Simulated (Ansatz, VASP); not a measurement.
**Cu: VASP beside Ansatz**

The input INCAR:

```
SYSTEM = Cu
ALGO = Fast
EDIFF = 1E-7
ENCUT = 520
GGA = PS
ISIF = 2
ISMEAR = 0
LASPH = .True.
LCHARG = .False.
LREAL = .False.
LWAVE = .False.
NBANDS = 18
NELM = 100
PREC = Accurate
SIGMA = 0.15
```

Contents of KPOINTS:

```
k-points
0
Gamma
  24 24 14
  0 0 0
```

File POSCAR:

```
Cu
1.0
    2.4548537087      0.0000000000      0.0000000000
   -1.2274268543      2.1259656743      0.0000000000
    0.0000000000      0.0000000000      4.3823648565
Cu
2
Direct
    0.3333333333      0.6666666667      0.2500000000
    0.6666666667      0.3333333333      0.7500000000
```

Input for Ansatz:

```yaml
crystal:
  lattice:
    - [2.4548537087, 0.0, 0.0]
    - [-1.2274268543, 2.1259656743, 0.0]
    - [0.0, 0.0, 4.3823648565]
  atoms:
    - { symbol: Cu, position: [0.3333333333, 0.6666666667, 0.25] }
    - { symbol: Cu, position: [0.6666666667, 0.3333333333, 0.75] }
basis:
  ecutwfc: 420
kpoints:
  mp_grid: { grid: [24, 24, 14] }
hamiltonian:
  xc: pbesol
scf:
  occupations: { method: gaussian, width: 0.15 }
output:
  forces: true
  stress: true
  eigenvalues: true
```

Alike in both runs: task single point; functional PBEsol; k mesh 24 × 24 × 14; occupations gaussian, width 0.15 eV; no spin polarisation.

|  | VASP | Ansatz |
| --- | --- | --- |
| version | VASP 6.6.1 | Ansatz 0.2.0 |
| potentials or method | VASP PAW PBE potentials, release 64 (Cu), cutoff 520 eV | scalar-relativistic, plane waves, PAW |
| valence electrons in the cell | 22 | 38 |

```csv
,VASP,Ansatz,Ansatz less VASP
gap on the k mesh at the Fermi level (eV),none,none,-
pressure (GPa),0.7,-0.1,-0.78
"traceless stress, the component that is largest in VASP (GPa)",-10.94,-10.91,+0.033
```

VASP's potentials were made for PBE, not for PBEsol. A gap of «none» marks a metal or a gap that the smearing closes. With one functional, cell and mesh, what is left measures potentials, basis and numerics. VASP's potentials hold 22 valence electrons a cell and Ansatz's 38, so a difference there can come from the potentials and not from the codes.
